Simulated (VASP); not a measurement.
Input of a VASP 6.6.1 run:

File INCAR:

```
ALGO = Normal
EDIFF = 1E-6
ENCUT = 500
GGA = PE
GGA_COMPAT = False
ISIF = 2
ISMEAR = 0
LASPH = True
LCHARG = False
LREAL = False
LWAVE = False
NBANDS = 18
NELM = 120
PREC = Accurate
SIGMA = 0.15
```

KPOINTS

```
k-points
0
Gamma
  18 18 10
```

Contents of POSCAR:

```
Ta
1.0
   -1.6512800000      1.6512800000      1.6512800000
    1.6512800000     -1.6512800000      1.6512800000
    3.3025600000      3.3025600000      0.0000000000
Ta
2
Direct
   -0.0454193111     -0.0454193111      0.0000000000
    0.5454193111      0.5454193111      0.5000000000
```

Potentials or basis: VASP PAW PBE potentials, release 64 (Ta_pv).

Command:

```console
$ cat potpaw_PBE.64/Ta_pv/POTCAR > POTCAR
$ mpirun -np 1 vasp_std > vasp.out
```

(1) Estimate the largest force.

(2) Estimate the band gap on the k mesh.

(3) Predict the pressure.

Answers

(1) 1.651 eV/Å.

(2) zero (band 11 reaches 7.09 eV, above the bottom of band 12 at 4.35 eV).

(3) 4.7 GPa.

Caveat: the cell differs from its parent crystal (mode 6 (145.8 1/cm) frozen in, largest displacement +0.150 Å); spin-orbit coupling is left out, which moves the levels of the heavy elements; forces of over 1 eV/Å act on the atoms, so gaps and moduli don't describe the material at rest.
